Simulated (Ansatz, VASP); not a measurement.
CuAu: VASP beside Ansatz

```xyz
2
Lattice="2.8000 0.0000 0.0000 0.0000 2.8000 0.0000 0.0000 0.0000 3.6700" Properties=species:S:1:pos:R:3 pbc="T T T"
Cu    1.4000    1.4000    1.8350
Au    0.0000    0.0000    0.0000
```

Alike in both runs: task single point; functional PBE; k mesh 6 × 6 × 4; no spin polarisation.

```csv
,VASP,Ansatz
version,VASP 6.6.1,Ansatz 0.2.0
potentials or method,"VASP PAW PBE potentials, release 64 (Cu, Au), cutoff 520 eV","scalar-relativistic, plane waves, PAW"
occupations,tetrahedron,tetrahedron-uncorrected
valence electrons in the cell,22,38
```

```tsv
	VASP	Ansatz	Ansatz less VASP
gap on the k mesh at the Fermi level (eV)	none	none	-
pressure (GPa)	7.5	7.7	+0.24
traceless stress, the component that is largest in VASP (GPa)	0.18	0.10	-0.083
```

A gap of «none» marks a metal or a gap that the smearing closes. VASP's potentials hold 22 valence electrons a cell and Ansatz's 38, so a difference there can come from the potentials and not from the codes. Ansatz's warnings: band table not solved further.

The k mesh is coarse, so the values compare programs but aren't converged. Neither program's run includes spin-orbit coupling.
